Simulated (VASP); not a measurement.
Runs of VASP 6.6.1 on Sc. The structure is that of space group P6_3/mmc (No. 194), or close to it. The cells are those of the table. 

```csv
task,spin,cell,k mesh,cutoff (eV),smearing,gap on the mesh (eV),pressure (GPa)
single point,off,"a = 3.319, b = 3.319, c = 5.184 Å, angles 90.0, 90.0, 120.0°, 2 atoms",11 × 11 × 6,520,fermi-dirac 0.3 eV,none,(a)
single point,off,"a = 3.275, b = 3.275, c = 5.114 Å, angles 90.0, 90.0, 120.0°, 2 atoms",18 × 18 × 10,520,fermi-dirac 0.1 eV,none,2.4
single point,off,"a = 3.319, b = 3.319, c = 5.184 Å, angles 90.0, 90.0, 120.0°, 2 atoms",11 × 11 × 6,520,fermi-dirac 0.1 eV,none,0.0
single point,off,"a = 3.319, b = 3.319, c = 5.184 Å, angles 90.0, 90.0, 120.0°, 2 atoms",7 × 7 × 4,520,fermi-dirac 0.1 eV,none,-0.1
single point,off,"a = 3.363, b = 3.363, c = 5.252 Å, angles 90.0, 90.0, 120.0°, 2 atoms",18 × 18 × 10,520,fermi-dirac 0.1 eV,none,-2.0
single point,"non-collinear, zero start, SOC","a = 3.319, b = 3.319, c = 5.184 Å, angles 90.0, 90.0, 120.0°, 2 atoms",11 × 11 × 6,500,fermi-dirac 0.1 eV,-,0.0
relaxation of cell and atoms,off,"relaxed from a = 3.309, b = 3.309, c = 5.273 Å, angles 90.0, 90.0, 120.0°, 2 atoms",11 × 11 × 6,500,fermi-dirac 0.1 eV,none,0.0
```

Alike in all rows: level PBE; potentials or basis VASP PAW PBE potentials, release 64 (Sc_sv).

Question: Fill in the values left out.

Answer: (a) 1.1.

Caveats: so wide a smearing shifts energies and pressures (at least some runs).

A gap of «none» marks levels without a gap at the run's occupations.
